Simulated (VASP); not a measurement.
# InGa3P4 (P-43m) in VASP: relaxation of the atoms with PBE

Aim: the relaxation of the atoms of InGa3P4 with PBE.

Everything below comes from runs of VASP 6.6.1. Logs are shortened: lines on timing, memory, paths and dates and some standing lists are left out, and cuts for length are marked.

## 1. The cell of the first run

The structure is cubic, space group P-43m (No. 215). The conventional cell has a = 5.447 Å, b = 5.447 Å, c = 5.447 Å, α = 90.00°, β = 90.00°, γ = 90.00°. In (site symmetry -43m) has 4 P at 2.46 Å within 3.2 Å. Ga (site symmetry -42m) has 4 P at 2.33 Å within 3.1 Å. Within 3.1 Å of P (site symmetry 3m) lie 3 Ga at 2.33 Å and 1 In at 2.46 Å.

## 2. Relaxation of the atoms, PBE (20.20 Å³/atom)

The input, INCAR:

```
SYSTEM = InGa3P4
ALGO = Normal
EDIFF = 1E-7
EDIFFG = -0.01
ENCUT = 520
GGA = PE
IBRION = 2
ISIF = 2
ISMEAR = 0
KPAR = 4
LASPH = .True.
LCHARG = .False.
LREAL = .False.
LWAVE = .False.
NELM = 60
NSW = 50
PREC = Accurate
SIGMA = 0.02
```

The input, KPOINTS:

```
k-points
0
Gamma
  6 6 6
  0 0 0
```

The input, POSCAR:

```
InGa3P4
1.0
    5.4469430577      0.0000000000      0.0000000000
    0.0000000000      5.4469430577      0.0000000000
    0.0000000000      0.0000000000      5.4469430577
In Ga P
1 3 4
Direct
    0.5000000000      0.5000000000      0.5000000000
    0.0000000000      0.0000000000      0.5000000000
    0.0000000000      0.5000000000      0.0000000000
    0.5000000000      0.0000000000      0.0000000000
    0.7604870636      0.7604870636      0.7604870636
    0.7604870636      0.2395129364      0.2395129364
    0.2395129364      0.7604870636      0.2395129364
    0.2395129364      0.2395129364      0.7604870636
```

Potentials or basis: VASP PAW PBE potentials, release 64 (In_d, Ga_d, P).

Launch:

```console
> cat potpaw_PBE.64/In_d/POTCAR potpaw_PBE.64/Ga_d/POTCAR potpaw_PBE.64/P/POTCAR > POTCAR
> mpirun -np 4 vasp_std > vasp.out
```

OUTCAR:

```text
SYSTEM = InGa3P4
   EDIFF = 1E-7
   EDIFFG = -0.01
   ENCUT = 520
   GGA = PE
   IBRION = 2
   ISIF = 2
   ISMEAR = 0
   LASPH = .True.
   LREAL = .False.
   NELM = 60
   NSW = 50
   PREC = Accurate

 ion  position               nearest neighbor table
   1  0.500  0.500  0.500-   5 2.46   6 2.46   7 2.46   8 2.46
   2  0.000  0.000  0.500-   5 2.33   6 2.33   7 2.33   8 2.33
   3  0.000  0.500  0.000-   5 2.33   6 2.33   7 2.33   8 2.33
   4  0.500  0.000  0.000-   5 2.33   6 2.33   7 2.33   8 2.33
   5  0.760  0.760  0.760-   2 2.33   3 2.33   4 2.33   1 2.46
   6  0.760  0.240  0.240-   2 2.33   3 2.33   4 2.33   1 2.46
   7  0.240  0.760  0.240-   2 2.33   3 2.33   4 2.33   1 2.46
   8  0.240  0.240  0.760-   2 2.33   3 2.33   4 2.33   1 2.46

  LATTYP: Found a simple cubic cell.
 ALAT       =     5.4469430577

  Lattice vectors:

 A1 = (   5.4469430577,   0.0000000000,   0.0000000000)
 A2 = (   0.0000000000,   5.4469430577,   0.0000000000)
 A3 = (   0.0000000000,   0.0000000000,   5.4469430577)

Analysis of symmetry for initial positions (statically):
=====================================================================
 Subroutine PRICEL returns:
 Original cell was already a primitive cell.

 Routine SETGRP: Setting up the symmetry group for a
 simple cubic supercell.

 Subroutine GETGRP returns: Found 24 space group operations
 (whereof 24 operations were pure point group operations)
 out of a pool of 48 trial point group operations.

The static configuration has the point symmetry T_d .

Analysis of symmetry for dynamics (positions and initial velocities):
=====================================================================
 Subroutine PRICEL returns:
 Original cell was already a primitive cell.

 Routine SETGRP: Setting up the symmetry group for a
 simple cubic supercell.

 Subroutine GETGRP returns: Found 24 space group operations
 (whereof 24 operations were pure point group operations)
 out of a pool of 48 trial point group operations.

The dynamic configuration has the point symmetry T_d .

 Subroutine INISYM returns: Found 24 space group operations
 (whereof 24 operations are pure point group operations),
 and found     1 'primitive' translations

----------------------------------------------------------------------------------------

                                     Primitive cell

  volume of cell :     161.6064

  direct lattice vectors                    reciprocal lattice vectors
     5.446943058  0.000000000  0.000000000     0.183589215  0.000000000  0.000000000
     0.000000000  5.446943058  0.000000000     0.000000000  0.183589215  0.000000000
     0.000000000  0.000000000  5.446943058     0.000000000  0.000000000  0.183589215

  length of vectors
     5.446943058  5.446943058  5.446943058     0.183589215  0.183589215  0.183589215

  position of ions in fractional coordinates (direct lattice)
     0.500000000  0.500000000  0.500000000
     0.000000000  0.000000000  0.500000000
     0.000000000  0.500000000  0.000000000
     0.500000000  0.000000000  0.000000000
     0.760487064  0.760487064  0.760487064
     0.760487064  0.239512936  0.239512936
     0.239512936  0.760487064  0.239512936
     0.239512936  0.239512936  0.760487064

  ion indices of the primitive-cell ions
   primitive index   ion index
                 1           1
                 2           2
                 3           3
                 4           4
                 5           5
                 6           6
                 7           7
                 8           8

----------------------------------------------------------------------------------------

 KPOINTS: k-points

Automatic generation of k-mesh.
 Grid dimensions read from file:
 generate k-points for:    6    6    6

 Generating k-lattice:

  Cartesian coordinates                     Fractional coordinates (reciprocal lattice)
     0.030598202  0.000000000  0.000000000     0.166666667  0.000000000  0.000000000
     0.000000000  0.030598202  0.000000000     0.000000000  0.166666667  0.000000000
     0.000000000  0.000000000  0.030598202     0.000000000  0.000000000  0.166666667

  Length of vectors
[... 36 lines left out ...]
   dimension x,y,z NGXF=    84 NGYF=   84 NGZF=   84
   ions per type =               1   3   4
   NGX,Y,Z   is equivalent  to a cutoff of  12.82, 12.82, 12.82 a.u.
   NGXF,Y,Z  is equivalent  to a cutoff of  25.64, 25.64, 25.64 a.u.
 SYSTEM =  InGa3P4
   PREC   = accura    normal or accurate (medium, high low for compatibility)
   ISTART =      0    job   : 0-new  1-cont  2-samecut
   ICHARG =      2    charge: 1-file 2-atom 10-const
   ISPIN  =      1    spin polarized calculation?
   LNONCOLLINEAR =      F non collinear calculations
   LSORBIT =      F    spin-orbit coupling
   LASPH  =      T    aspherical Exc in radial PAW
   ENCUT  =  520.0 eV  38.22 Ry    6.18 a.u.  10.13 10.13 10.13*2*pi/ulx,y,z
   NELM   =     60;   NELMIN=  2; NELMDL= -5     # of ELM steps
   EDIFF  = 0.1E-06   stopping-criterion for ELM
   LREAL  =      F    real-space projection
   EDIFFG = -.1E-01   stopping-criterion for IOM
   NSW    =     50    number of steps for IOM
   IBRION =      2    ionic relax: 0-MD 1-quasi-New 2-CG
   NFREE  =      1    steps in history (QN), initial steepest desc. (CG)
   ISIF   =      2    stress and relaxation
   ISYM   =      2    0-nonsym 1-usesym 2-fastsym
   POTIM  = 0.5000    time-step for ionic-motion
   TEBEG  =    0.0;   TEEND  =   0.0 temperature during run
   PSTRESS=    0.0 pullay stress
   NELECT =      72.0000    total number of electrons
   NUPDOWN=      -1.0000    fix difference up-down
   EMIN   =  10.00;   EMAX   =-10.00  energy-range for DOS
   EFERMI =   0.00;   METHOD = LEGACY
   ISMEAR =     0;   SIGMA  =   0.02  broadening in eV -4-tet -1-fermi 0-gaus
   EFERMI_NEDOS =   21; number of points for ismear=-14 and -15
   IALGO  =     38    algorithm
   IMIX   =      4    mixing-type and parameters
     AMIX     =   0.40;   BMIX     =  1.00
     AMIX_MAG =   1.60;   BMIX_MAG =  1.00
  volume/ion in A,a.u.               =      20.20       136.32
  Fermi-wavevector in a.u.,A,eV,Ry     =   1.250354  2.362826 21.271130  1.563384
  Thomas-Fermi vector in A             =   2.384352
   LORBIT       =      0    0 simple, 1 ext, 2 COOP (PROOUT), +10 PAW based schemes
   GGA     = PE    functional components
   LHFCALC =     F    Hartree Fock is set to
   AEXX    =    0.0000 exact exchange contribution
   IVDW    =     0    specifies the selected vdW correction
   LEPSILON=     F    determine dielectric tensor
   LRPA    =     F    only Hartree local field effects (RPA)
 conjugate gradient relaxation of ions
 non-spin polarized calculation
 Gauss-broadening in eV      SIGMA  =   0.02
  energy-cutoff  :      520.00
  volume of cell :      161.61
 maximum number of plane-waves:      4388
 NGX is ok and might be reduce to    42
   NGX = 21   NGY = 21   NGZ = 21

--------------------------------------- Ionic step        1  -------------------------------------------

 number of electron      71.9999959 magnetization

 Free energy of the ion-electron system (eV)
  ---------------------------------------------------
  ext. energy  EPLUGINS =         0.00000000
  ---------------------------------------------------
  free energy    TOTEN  =       -35.24096911 eV

  energy without entropy =      -35.24096911  energy(sigma->0) =      -35.24096911

------------------------ aborting loop because EDIFF is reached ----------------------------------------

  FORCE on cell =-STRESS in cart. coord.  units (eV):
  Direction    XX          YY          ZZ          XY          YZ          ZX
  --------------------------------------------------------------------------------------
  -------------------------------------------------------------------------------------
  Total        8.3305832      8.3305832      8.3305832      0.0000000      0.0000000      0.0000000
  in kB       82.5900032     82.5900032     82.5900032      0.0000000      0.0000000      0.0000000
  external PRESSURE =      82.5900032 kB  Pullay stress =       0.0000000 kB

 VOLUME and BASIS-vectors are now :
 -----------------------------------------------------------------------------
  energy-cutoff  :      520.00
  volume of cell :      161.61
      direct lattice vectors                 reciprocal lattice vectors
     5.446943058  0.000000000  0.000000000     0.183589215  0.000000000  0.000000000
     0.000000000  5.446943058  0.000000000     0.000000000  0.183589215  0.000000000
     0.000000000  0.000000000  5.446943058     0.000000000  0.000000000  0.183589215

 POSITION                                       TOTAL-FORCE (eV/Angst)
 -----------------------------------------------------------------------------------
      2.72347      2.72347      2.72347         0.000000     -0.000000     -0.000000
      0.00000      0.00000      2.72347        -0.000000     -0.000000     -0.000000
      0.00000      2.72347      0.00000        -0.000000     -0.000000     -0.000000
      2.72347      0.00000      0.00000        -0.000000     -0.000000     -0.000000
      4.14233      4.14233      4.14233         0.015154      0.015154      0.015154
      4.14233      1.30461      1.30461         0.015154     -0.015154     -0.015154
      1.30461      4.14233      1.30461        -0.015154      0.015154     -0.015154
      1.30461      1.30461      4.14233        -0.015154     -0.015154      0.015154
 -----------------------------------------------------------------------------------
    total drift:                                0.000000      0.000000     -0.000000

  FREE ENERGIE OF THE ION-ELECTRON SYSTEM (eV)
  ---------------------------------------------------
  free  energy   TOTEN  =       -35.2409691071 eV

  energy  without entropy=      -35.2409691071  energy(sigma->0) =      -35.24096911

--------------------------------------- Ionic step        2  -------------------------------------------

 number of electron      71.9999959 magnetization

 Free energy of the ion-electron system (eV)
  ---------------------------------------------------
  ext. energy  EPLUGINS =         0.00000000
  ---------------------------------------------------
  free energy    TOTEN  =       -35.24104741 eV

  energy without entropy =      -35.24104741  energy(sigma->0) =      -35.24104741

 E-fermi :   5.5914     XC(G=0):  -9.9610

 val. band max:        5.4675327308   @ k =   0.0000   0.0000   0.0000
 cond. band min:       6.8892403530   @ k =   0.0000   0.0000   0.0000
 fundamental gap:      1.4217076222
 Fermi energy:         5.5914319852

 k-point     1 :       0.0000    0.0000    0.0000
  band No.  band energies     occupation
      1      -9.3338      2.00000
      2      -9.3338      2.00000
      3      -9.3338      2.00000
      4      -9.2060      2.00000
      5      -9.2060      2.00000
      6      -9.2060      2.00000
[... 909 lines left out ...]
     42       9.9238      0.00000
     43       9.9239      0.00000

------------------------ aborting loop because EDIFF is reached ----------------------------------------

  FORCE on cell =-STRESS in cart. coord.  units (eV):
  Direction    XX          YY          ZZ          XY          YZ          ZX
  --------------------------------------------------------------------------------------
  -------------------------------------------------------------------------------------
  Total        8.3241653      8.3241653      8.3241653      0.0000000     -0.0000000      0.0000000
  in kB       82.5263759     82.5263759     82.5263759      0.0000000     -0.0000000      0.0000000
  external PRESSURE =      82.5263759 kB  Pullay stress =       0.0000000 kB

 VOLUME and BASIS-vectors are now :
 -----------------------------------------------------------------------------
  energy-cutoff  :      520.00
  volume of cell :      161.61
      direct lattice vectors                 reciprocal lattice vectors
     5.446943058  0.000000000  0.000000000     0.183589215  0.000000000  0.000000000
     0.000000000  5.446943058  0.000000000     0.000000000  0.183589215  0.000000000
     0.000000000  0.000000000  5.446943058     0.000000000  0.000000000  0.183589215

 POSITION                                       TOTAL-FORCE (eV/Angst)
 -----------------------------------------------------------------------------------
      2.72347      2.72347      2.72347         0.000000      0.000000      0.000000
      5.44694      5.44694      2.72347         0.000000      0.000000      0.000000
      5.44694      2.72347      5.44694         0.000000      0.000000      0.000000
      2.72347      5.44694      5.44694         0.000000      0.000000      0.000000
      4.14306      4.14306      4.14306         0.002919      0.002919      0.002919
      4.14306      1.30388      1.30388         0.002919     -0.002919     -0.002919
      1.30388      4.14306      1.30388        -0.002919      0.002919     -0.002919
      1.30388      1.30388      4.14306        -0.002919     -0.002919      0.002919
 -----------------------------------------------------------------------------------
    total drift:                                0.000000      0.000000     -0.000000

  FREE ENERGIE OF THE ION-ELECTRON SYSTEM (eV)
  ---------------------------------------------------
  free  energy   TOTEN  =       -35.2410474052 eV

  energy  without entropy=      -35.2410474052  energy(sigma->0) =      -35.24104741

 reached required accuracy - stopping structural energy minimisation
```

Wall time 2.6 min (4 MPI ranks of AMD EPYC 9755, shared host); peak memory 0.31 GiB.

What came out:

```yaml
Free_energy: -35.2410 eV
Energy_gained_by_relaxing: 0.0 meV/atom
Ionic_steps: 2
Pressure_after_relaxing: 8.3 GPa
Largest_force_after_relaxing: 0.005 eV/Å
Band_gap_on_the_k_mesh: 1.42 eV
```

Forces in eV/Å, atoms in the order of the input:
```
In   0.000  0.000  0.000
Ga   0.000  0.000  0.000
Ga   0.000  0.000  0.000
Ga   0.000  0.000  0.000
P    0.003  0.003  0.003
P    0.003 -0.003 -0.003
P   -0.003  0.003 -0.003
P   -0.003 -0.003  0.003
```

Final structure:
```yaml
crystal:
  lattice:
    - [5.44694, 0.00000, 0.00000]
    - [0.00000, 5.44694, 0.00000]
    - [0.00000, 0.00000, 5.44694]
  atoms:
    - { symbol: In, position: [0.50000, 0.50000, 0.50000] }
    - { symbol: Ga, position: [0.00000, 0.00000, 0.50000] }
    - { symbol: Ga, position: [0.00000, 0.50000, 0.00000] }
    - { symbol: Ga, position: [0.50000, 0.00000, 0.00000] }
    - { symbol: P, position: [0.76062, 0.76062, 0.76062] }
    - { symbol: P, position: [0.76062, 0.23938, 0.23938] }
    - { symbol: P, position: [0.23938, 0.76062, 0.23938] }
    - { symbol: P, position: [0.23938, 0.23938, 0.76062] }
```

Caveat: spin-orbit coupling is left out, which moves the levels of the heavy elements. A k mesh can miss the band edges.
